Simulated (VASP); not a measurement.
Input of a VASP 6.6.1 run:

The input INCAR:

```
PREC = Accurate ; ENCUT = 520
EDIFF = 1E-7 ; ISMEAR = 0
SIGMA = 0.1 ; LREAL = F
LASPH = T ; NELM = 100
ALGO = Normal ; ISIF = 2
LWAVE = F ; LCHARG = F
NBANDS = 26
```

KPOINTS

```
Automatic mesh
0
Gamma
  14 14 14
```

Contents of POSCAR:

```
ScCo2Si2
1.0
   -1.8469017644      1.8469017644      4.7237184552
    1.8469017644     -1.8469017644      4.7237184552
    1.8469017644      1.8469017644     -4.7237184552
Sc Co Si
1 2 2
Direct
    0.0000000000      0.0000000000      0.0000000000
    0.2500000000      0.7500000000      0.5000000000
    0.7500000000      0.2500000000      0.5000000000
    0.6242195129      0.6242195129      0.0000000000
    0.3757804871      0.3757804871      0.0000000000
```

Potentials or basis: VASP PAW LDA potentials, release 64 (Sc_sv, Co, Si).

Run with:

```console
$ cat potpaw_LDA.64/Sc_sv/POTCAR potpaw_LDA.64/Co/POTCAR potpaw_LDA.64/Si/POTCAR > POTCAR
$ mpirun -np 1 vasp_std > vasp.out
```

What does it give for the pressure?

0.4 GPa.

What does it give for the band gap on the k mesh?

Zero (an odd number of electrons rules out a gap without spin polarisation).

What does it give for the largest force?

0.026 eV/Å.

Stress tensor (GPa, compression positive):
```
0.45 0.00 0.00
0.00 0.45 0.00
0.00 0.00 0.29
```

Caveat: the run has no spin polarisation, though such a crystal can be magnetic. Spin polarisation is off, so any magnetic state and its effect on volume and gap are missing.
